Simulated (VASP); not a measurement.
Input of a VASP 6.6.1 run:

The input INCAR:

```
SYSTEM = Na
PREC = Accurate
ENCUT = 500
EDIFF = 1E-7
ISMEAR = -1
SIGMA = 0.1
LREAL = .FALSE.
LASPH = .TRUE.
NELM = 120
ALGO = Normal
ISIF = 3
LWAVE = .FALSE.
LCHARG = .FALSE.
GGA = PS
IBRION = 2
NSW = 60
EDIFFG = -0.005
PSTRESS = 190.0
GGA_COMPAT = .FALSE.
NELMIN = 4
```

KPOINTS

```
regular mesh
0
G
  14 14 14
  0 0 0
```

Contents of POSCAR:

```
Na
1.0
    2.6617502897      0.0000000000      0.0000000000
    0.0000000000      2.6617502897      0.0000000000
    0.0000000000      0.0000000000      2.6617502897
Na
1
Direct
    0.0000000000      0.0000000000      0.0000000000
```

Potentials or basis: VASP PAW PBE potentials, release 64 (Na_pv).

The run is started by

```console
$ cat potpaw_PBE.64/Na_pv/POTCAR > POTCAR
$ mpirun -np 1 vasp_std > vasp.out
```

Question: Predict the space group after relaxing (to 0.1 Å).

Answer: Pm-3m (No. 221).

Question: Estimate the relaxed volume.

Answer: 18.41 Å³/atom.

Question: Estimate the band gap on the k mesh.

Answer: Zero (an odd number of electrons rules out a gap without spin polarisation).

Final structure:
```yaml
crystal:
  lattice:
    - [2.64061, 0.00000, 0.00000]
    - [0.00000, 2.64061, 0.00000]
    - [0.00000, 0.00000, 2.64061]
  atoms:
    - { symbol: Na, position: [0.00000, 0.00000, 0.00000] }
```

Caveat: the cell is relaxed towards a set pressure, so the run minimises the enthalpy, not the energy; the PAW data sets were made with another functional, which shifts forces and pressure a little.
